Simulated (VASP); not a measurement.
A run of VASP 6.6.1:

Contents of INCAR:

```
SYSTEM = Nb
  ALGO = Fast
  EDIFF = 1E-7
  EDIFFG = -0.04
  ENCUT = 600
  GGA = PE
  IBRION = 2
  ISIF = 3
  ISMEAR = 0
  LASPH = .True.
  LCHARG = .False.
  LREAL = .False.
  LWAVE = .False.
  NELM = 60
  NSW = 90
  PREC = Accurate
  SIGMA = 0.1
```

KPOINTS

```
k-points
0
Gamma
  6 6 6
  0 0 0
```

Contents of POSCAR:

```
Nb
1.0
    3.0225583984      1.7450749049      2.9042289007
   -3.0225583984      1.7450749049      2.9042289007
    0.0000000000     -3.4901498099      2.9042289007
Nb
5
Direct
    0.0000000000      0.7500000000      0.2500000000
    0.7500000000      0.2500000000      0.0000000000
    0.2500000000      0.0000000000      0.7500000000
    0.3343700000      0.3343700000      0.3343700000
    0.6656300000      0.6656300000      0.6656300000
```

Potentials or basis: VASP PAW PBE potentials, release 64 (Nb_sv).

Command:

```sh
$ cat potpaw_PBE.64/Nb_sv/POTCAR > POTCAR
$ mpirun -np 1 vasp_std > vasp.out
```

Hardware: 1 thread of Intel(R) Xeon(R) 6975P-C (Granite Rapids), with other jobs on the host.

How long does it take, and how much memory?

Run time: 29 min on 1 thread of Intel(R) Xeon(R) 6975P-C (Granite Rapids), with other jobs on the host, peak memory 0.27 GiB. Counts: scf iterations 421, k points 32, ion steps 11.
